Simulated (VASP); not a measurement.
Set up this calculation in VASP 6.6.1, as the native input.

| Property | Result |
| --- | --- |
| Task | single point |
| Functional | r2SCAN |
| Potentials or basis | VASP PAW PBE potentials, release 64 (Si, As) |
| Cutoff | 520 eV |
| k mesh | 6 × 6 × 4 |
| Occupations | gaussian, width 0.1 eV |
| Spin | no spin polarisation |
| Dipole correction | no |
| Further INCAR settings | ALGO = Normal; EDIFF = 1e-06; NBANDS = 19 |

Crystal: Si3As2.

```
CELL_PARAMETERS angstrom
4.49133 0.00000 0.00000
-2.24567 3.88961 0.00000
0.00000 0.00000 5.32020
ATOMIC_POSITIONS crystal
Si 0.00000 0.00000 0.00000
Si 0.33333 0.66667 0.77580
Si 0.66667 0.33333 0.22420
As 0.33333 0.66667 0.25330
As 0.66667 0.33333 0.74670
```

These files were run (other wordings do the same):

POSCAR

```
Si3As2
1.0
    4.4913312938      0.0000000000      0.0000000000
   -2.2456656469      3.8896069972      0.0000000000
    0.0000000000      0.0000000000      5.3201974057
Si As
3 2
Direct
    0.0000000000      0.0000000000      0.0000000000
    0.3333333333      0.6666666667      0.7758044530
    0.6666666667      0.3333333333      0.2241955470
    0.3333333333      0.6666666667      0.2533024989
    0.6666666667      0.3333333333      0.7466975011
```

INCAR.step1

```
ALGO = Normal
EDIFF = 1E-4
ENCUT = 520
GGA = PE
ISMEAR = 0
LASPH = True
LCHARG = False
LREAL = False
LWAVE = True
NBANDS = 19
NELM = 100
PREC = Accurate
SIGMA = 0.1
```

INCAR.step2

```
ALGO = Normal
EDIFF = 1E-6
ENCUT = 520
ISIF = 2
ISMEAR = 0
ISTART = 1
LASPH = True
LCHARG = False
LMIXTAU = True
LREAL = False
LWAVE = False
METAGGA = R2SCAN
NBANDS = 19
NELM = 100
PREC = Accurate
SIGMA = 0.1
```

KPOINTS

```
k-points
0
Gamma
  6 6 4
```

Potentials or basis: VASP PAW PBE potentials, release 64 (Si, As).

Run with:

```console
$ cat potpaw_PBE.64/Si/POTCAR potpaw_PBE.64/As/POTCAR > POTCAR
$ cp INCAR.step1 INCAR
$ mpirun -np 1 vasp_std > vasp.out
$ cp INCAR.step2 INCAR
$ mpirun -np 1 vasp_std > vasp.out
```

It gave:

```
Pressure               : 0.1 GPa
Largest force          : 0.019 eV/Å
Band gap on the k mesh : zero (bands 11 and 12 overlap by 3.58 eV)
```

Caveat: the PAW data sets were made with another functional, which shifts forces and pressure a little.

Run time: 58 s on 1 thread of Intel(R) Xeon(R) 6975P-C (Granite Rapids), on a shared host, peak memory 0.24 GiB.
